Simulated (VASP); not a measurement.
# Nb (Im-3m) in VASP: notebook

Nb is run at these levels: r2SCAN; tasks: single point.

All numbers are computed with VASP 6.6.1; they aren't measurements. Logs are shortened: lines on timing, memory, paths and dates and some standing lists are left out, and cuts for length are marked.

**1. The cell of the first run**

It takes space group Im-3m (No. 229, cubic). The conventional cell has a = 3.328 Å, b = 3.328 Å, c = 3.328 Å, α = 90.00°, β = 90.00°, γ = 90.00°. Within 3.8 Å of Nb (site symmetry m-3m) lie 14 Nb at 2.88 to 3.33 Å.

**2. Single point, r2SCAN**

Contents of POSCAR:

```
Nb
1.0
   -1.6639500000      1.6639500000      1.6639500000
    1.6639500000     -1.6639500000      1.6639500000
    1.6639500000      1.6639500000     -1.6639500000
Nb
1
Direct
    0.0000000000      0.0000000000      0.0000000000
```

Contents of INCAR.step1:

```
  PREC = Accurate
  ENCUT = 520
  ISMEAR = 0
  SIGMA = 0.15
  LREAL = False
  LASPH = True
  NELM = 60
  NBANDS = 12
  GGA = PE
  ALGO = Normal
  EDIFF = 1E-4
  LWAVE = True
  LCHARG = False
```

Contents of INCAR.step2:

```
  PREC = Accurate
  ENCUT = 520
  EDIFF = 1E-6
  ISMEAR = 0
  SIGMA = 0.15
  LREAL = False
  LASPH = True
  NELM = 60
  ALGO = Normal
  ISIF = 2
  LWAVE = False
  LCHARG = False
  METAGGA = R2SCAN
  LMIXTAU = True
  NBANDS = 12
  ISTART = 1
```

Contents of KPOINTS:

```
regular mesh
0
Gamma
  20 20 20
```

Potentials or basis: VASP PAW PBE potentials, release 64 (Nb_sv).

Launch:

```
cat potpaw_PBE.64/Nb_sv/POTCAR > POTCAR
cp INCAR.step1 INCAR
mpirun -np 1 vasp_std > vasp.out
cp INCAR.step2 INCAR
mpirun -np 1 vasp_std > vasp.out
```

OUTCAR:

```text
PREC = Accurate
   ENCUT = 520
   EDIFF = 1E-6
   ISMEAR = 0
   LREAL = False
   LASPH = True
   NELM = 60
   ISIF = 2
   METAGGA = R2SCAN
   ISTART = 1

 ion  position               nearest neighbor table
   1  0.000  0.000  0.000-

  LATTYP: Found a body centered cubic cell.
 ALAT       =     3.3279000000

  Lattice vectors:

 A1 = (  -1.6639500000,   1.6639500000,   1.6639500000)
 A2 = (   1.6639500000,  -1.6639500000,   1.6639500000)
 A3 = (   1.6639500000,   1.6639500000,  -1.6639500000)

Analysis of symmetry for initial positions (statically):
=====================================================================
 Subroutine PRICEL returns:
 Original cell was already a primitive cell.

 Routine SETGRP: Setting up the symmetry group for a
 body centered cubic supercell.

 Subroutine GETGRP returns: Found 48 space group operations
 (whereof 48 operations were pure point group operations)
 out of a pool of 48 trial point group operations.

The static configuration has the point symmetry O_h .

Analysis of symmetry for dynamics (positions and initial velocities):
=====================================================================
 Subroutine PRICEL returns:
 Original cell was already a primitive cell.

 Routine SETGRP: Setting up the symmetry group for a
 body centered cubic supercell.

 Subroutine GETGRP returns: Found 48 space group operations
 (whereof 48 operations were pure point group operations)
 out of a pool of 48 trial point group operations.

The dynamic configuration has the point symmetry O_h .

 Subroutine INISYM returns: Found 48 space group operations
 (whereof 48 operations are pure point group operations),
 and found     1 'primitive' translations

----------------------------------------------------------------------------------------

                                     Primitive cell

  volume of cell :      18.4281

  direct lattice vectors                    reciprocal lattice vectors
    -1.663950000  1.663950000  1.663950000     0.000000000  0.300489798  0.300489798
     1.663950000 -1.663950000  1.663950000     0.300489798  0.000000000  0.300489798
     1.663950000  1.663950000 -1.663950000     0.300489798  0.300489798  0.000000000

  length of vectors
     2.882045941  2.882045941  2.882045941     0.424956748  0.424956748  0.424956748

  position of ions in fractional coordinates (direct lattice)
     0.000000000  0.000000000  0.000000000

  ion indices of the primitive-cell ions
   primitive index   ion index
                 1           1

----------------------------------------------------------------------------------------

 KPOINTS: regular mesh

Automatic generation of k-mesh.
 Grid dimensions read from file:
 generate k-points for:   20   20   20

 Generating k-lattice:

  Cartesian coordinates                     Fractional coordinates (reciprocal lattice)
     0.000000000  0.015024490  0.015024490     0.050000000  0.000000000  0.000000000
     0.015024490  0.000000000  0.015024490     0.000000000  0.050000000  0.000000000
     0.015024490  0.015024490  0.000000000     0.000000000  0.000000000  0.050000000

  Length of vectors
     0.021247837  0.021247837  0.021247837

  Shift w.r.t. Gamma in fractional coordinates (k-lattice)
     0.000000000  0.000000000  0.000000000

 Subroutine IBZKPT returns following result:
 ===========================================

 Found    256 irreducible k-points:

 Following reciprocal coordinates:
            Coordinates               Weight
  0.000000  0.000000  0.000000      1.000000
  0.050000  0.000000  0.000000     12.000000
  0.100000  0.000000  0.000000     12.000000
  0.150000  0.000000  0.000000     12.000000
  0.200000  0.000000  0.000000     12.000000
  0.250000  0.000000  0.000000     12.000000
[... 16 lines left out ...]
  0.200000  0.100000  0.000000     48.000000
  0.250000  0.100000  0.000000     48.000000
 [... further k-points ...]
   k-points           NKPTS =    256   k-points in BZ     NKDIM =    256   number of bands    NBANDS=     12
   number of dos      NEDOS =    301   number of ions     NIONS =      1
   total plane-waves  NPLWV =  13824
   dimension x,y,z NGX =    24 NGY =   24 NGZ =   24
   dimension x,y,z NGXF=    48 NGYF=   48 NGZF=   48
   ions per type =               1
   NGX,Y,Z   is equivalent  to a cutoff of  13.84, 13.84, 13.84 a.u.
   NGXF,Y,Z  is equivalent  to a cutoff of  27.69, 27.69, 27.69 a.u.
 SYSTEM =  unknown system
   PREC   = accura    normal or accurate (medium, high low for compatibility)
   ISTART =      1    job   : 0-new  1-cont  2-samecut
   ICHARG =      0    charge: 1-file 2-atom 10-const
   ISPIN  =      1    spin polarized calculation?
   LNONCOLLINEAR =      F non collinear calculations
   LSORBIT =      F    spin-orbit coupling
   LASPH  =      T    aspherical Exc in radial PAW
   ENCUT  =  520.0 eV  38.22 Ry    6.18 a.u.   5.36  5.36  5.36*2*pi/ulx,y,z
   NELM   =     60;   NELMIN=  2; NELMDL=  0     # of ELM steps
   EDIFF  = 0.1E-05   stopping-criterion for ELM
   LREAL  =      F    real-space projection
   EDIFFG = 0.1E-04   stopping-criterion for IOM
   NSW    =      0    number of steps for IOM
   IBRION =     -1    ionic relax: 0-MD 1-quasi-New 2-CG
   NFREE  =      0    steps in history (QN), initial steepest desc. (CG)
   ISIF   =      2    stress and relaxation
   ISYM   =      2    0-nonsym 1-usesym 2-fastsym
   POTIM  = 0.5000    time-step for ionic-motion
   TEBEG  =    0.0;   TEEND  =   0.0 temperature during run
   PSTRESS=    0.0 pullay stress
   NELECT =      13.0000    total number of electrons
   NUPDOWN=      -1.0000    fix difference up-down
   EMIN   =  10.00;   EMAX   =-10.00  energy-range for DOS
   EFERMI =   0.00;   METHOD = LEGACY
   ISMEAR =     0;   SIGMA  =   0.15  broadening in eV -4-tet -1-fermi 0-gaus
   EFERMI_NEDOS =   21; number of points for ismear=-14 and -15
   IALGO  =     38    algorithm
   IMIX   =      4    mixing-type and parameters
     AMIX     =   0.40;   BMIX     =  1.00
     AMIX_MAG =   1.60;   BMIX_MAG =  1.00
  volume/ion in A,a.u.               =      18.43       124.36
  Fermi-wavevector in a.u.,A,eV,Ry     =   1.457345  2.753983 28.896790  2.123854
  Thomas-Fermi vector in A             =   2.574157
   LORBIT       =      0    0 simple, 1 ext, 2 COOP (PROOUT), +10 PAW based schemes
   METAGGA = R2SCAN    functional components
   LHFCALC =     F    Hartree Fock is set to
   AEXX    =    0.0000 exact exchange contribution
   IVDW    =     0    specifies the selected vdW correction
   LEPSILON=     F    determine dielectric tensor
   LRPA    =     F    only Hartree local field effects (RPA)
 non-spin polarized calculation
 Gauss-broadening in eV      SIGMA  =   0.15
  energy-cutoff  :      520.00
  volume of cell :       18.43
 maximum number of plane-waves:       531
 NGX is ok and might be reduce to    24
   NGX = 11   NGY = 11   NGZ = 11

 number of electron      12.9999999 magnetization

 Free energy of the ion-electron system (eV)
  ---------------------------------------------------
  ext. energy  EPLUGINS =         0.00000000
  ---------------------------------------------------
  free energy    TOTEN  =       -24.84491259 eV

  energy without entropy =      -24.82830218  energy(sigma->0) =      -24.83660738

 E-fermi :  10.8312     XC(G=0): -13.4942

 val. band max:       10.8284999564   @ k =  -0.1500   0.1500   0.0500
 cond. band min:      10.8483730864   @ k =   0.3000   0.1500   0.1000
 fundamental gap:      0.0198731300
 Fermi energy:        10.8311928624

 k-point     1 :       0.0000    0.0000    0.0000
  band No.  band energies     occupation
      1     -45.3647      2.00000
      2     -19.9537      2.00000
      3     -19.9537      2.00000
      4     -19.9537      2.00000
      5       4.5718      2.00000
      6      11.2706      0.00003
      7      11.2706      0.00003
      8      11.2706      0.00003
      9      14.3188      0.00000
     10      14.3188      0.00000
     11      25.6330      0.00000
     12      25.6331      0.00000

 k-point     2 :       0.0500    0.0000    0.0000
  band No.  band energies     occupation
      1     -45.3588      2.00000
      2     -19.9893      2.00000
      3     -19.9644      2.00000
      4     -19.9540      2.00000
      5       4.6783      2.00000
      6      11.2042      0.00044
      7      11.2545      0.00007
      8      11.3706      0.00000
      9      14.2138      0.00000
     10      14.3182      0.00000
     11      25.7202      0.00000
     12      25.8245      0.00000

 k-point     3 :       0.1000    0.0000    0.0000
  band No.  band energies     occupation
      1     -45.3417      2.00000
      2     -20.0919      2.00000
      3     -19.9954      2.00000
      4     -19.9548      2.00000
      5       4.9863      2.00000
      6      11.0176      0.07882
      7      11.1902      0.00071
      8      11.6675      0.00000
      9      13.9720      0.00000
     10      14.3208      0.00000
     11      25.9423      0.00000
     12      26.3550      0.00000
[... 286 lines left out ...]
 k-point    23 :       0.2000    0.1000    0.0000
  band No.  band energies     occupation
      1     -45.2315      2.00000
      2     -20.6914      2.00000
      3     -20.1747      2.00000
      4     -20.0037      2.00000
      5       6.8640      2.00000
      6      10.0931      2.00000
      7      10.4223      1.99988
      8      13.4769      0.00000
      9      14.0541      0.00000
     10      14.7281      0.00000
     11      26.0714      0.00000
     12      27.0978      0.00000

 k-point    24 :       0.2500    0.1000    0.0000
  band No.  band energies     occupation
      1     -45.1952      2.00000
      2     -20.8717      2.00000
      3     -20.2500      2.00000
      4     -20.0077      2.00000
      5       7.2745      2.00000
      6       9.8025      2.00000
      7      10.5054      1.99787
      8      13.6537      0.00000
      9      14.8212      0.00000
     10      15.0235      0.00000
     11      25.2173      0.00000
     12      26.3660      0.00000

 [... further k-points ...]

------------------------ aborting loop because EDIFF is reached ----------------------------------------

  FORCE on cell =-STRESS in cart. coord.  units (eV):
  Direction    XX          YY          ZZ          XY          YZ          ZX
  --------------------------------------------------------------------------------------
  -------------------------------------------------------------------------------------
  Total       -0.4502030     -0.4502030     -0.4502030      0.0000000      0.0000000     -0.0000000
  in kB      -39.1415584    -39.1415584    -39.1415584      0.0000000      0.0000000     -0.0000000
  external PRESSURE =     -39.1415584 kB  Pullay stress =       0.0000000 kB

 VOLUME and BASIS-vectors are now :
 -----------------------------------------------------------------------------
  energy-cutoff  :      520.00
  volume of cell :       18.43
      direct lattice vectors                 reciprocal lattice vectors
    -1.663950000  1.663950000  1.663950000     0.000000000  0.300489798  0.300489798
     1.663950000 -1.663950000  1.663950000     0.300489798  0.000000000  0.300489798
     1.663950000  1.663950000 -1.663950000     0.300489798  0.300489798  0.000000000

 POSITION                                       TOTAL-FORCE (eV/Angst)
 -----------------------------------------------------------------------------------
      0.00000      0.00000      0.00000        -0.000000      0.000000     -0.000000
 -----------------------------------------------------------------------------------
    total drift:                               -0.000000      0.000000      0.000000

  FREE ENERGIE OF THE ION-ELECTRON SYSTEM (eV)
  ---------------------------------------------------
  free  energy   TOTEN  =       -24.8449125868 eV

  energy  without entropy=      -24.8283021754  energy(sigma->0) =      -24.83660738
```

Run time: 6.3 min. Hardware: 1 thread of AMD EPYC 7R13, shared host; peak memory 0.16 GiB.

Results:

| Property | Result |
| --- | --- |
| Free energy | -24.8449 eV |
| Pressure | -3.9 GPa |

Caveat: the PAW data sets were made with another functional, which shifts forces and pressure a little.

**3. Single point, r2SCAN**

POSCAR is that of step 2.

Contents of INCAR.step1:

```
SYSTEM = Nb
PREC = Accurate
ENCUT = 520
ISMEAR = 0
SIGMA = 0.15
LREAL = .False.
LASPH = .True.
NELM = 80
NBANDS = 12
GGA = PE
ALGO = Normal
EDIFF = 1E-4
LWAVE = .True.
LCHARG = .False.
```

Contents of INCAR.step2:

```
SYSTEM = Nb
PREC = Accurate
ENCUT = 520
EDIFF = 1E-6
ISMEAR = 0
SIGMA = 0.15
LREAL = .False.
LASPH = .True.
NELM = 80
ALGO = Normal
ISIF = 2
LWAVE = .False.
LCHARG = .True.
METAGGA = R2SCAN
LMIXTAU = .True.
LELF = .True.
LVHAR = .True.
NBANDS = 12
ISTART = 1
```

Contents of KPOINTS:

```
regular mesh
0
Gamma
  22 22 22
  0 0 0
```

Potentials or basis: VASP PAW PBE potentials, release 64 (Nb_sv).

Launch:

```
cat potpaw_PBE.64/Nb_sv/POTCAR > POTCAR
cp INCAR.step1 INCAR
mpirun -np 1 vasp_std > vasp.out
cp INCAR.step2 INCAR
mpirun -np 1 vasp_std > vasp.out
```

It took 8.3 min on 1 thread of AMD EPYC 7R13, shared host; peak memory 0.17 GiB.

Results (log left out):

```yaml
Free_energy: -24.8461 eV
Pressure: -3.9 GPa
```

Levels at points of the mesh, in eV from the Fermi level:
```
           k point  band 3  band 4  band 5  band 6  band 7  band 8  band 9  band 10  band 11  band 12
(0.00, 0.00, 0.00)  -30.77  -30.77   -6.25    0.45    0.45    0.45    3.50     3.50    14.82    14.82
(0.50, 0.00, 0.00)  -31.19  -30.78   -3.80   -1.64    2.14    3.50    4.21     6.47    12.08    12.33
(0.50, 0.50, 0.50)  -31.69  -31.69   -3.75   -3.75    5.71    5.71    5.71     9.32     9.32     9.32
```

Caveat: the PAW data sets were made with another functional, which shifts forces and pressure a little.
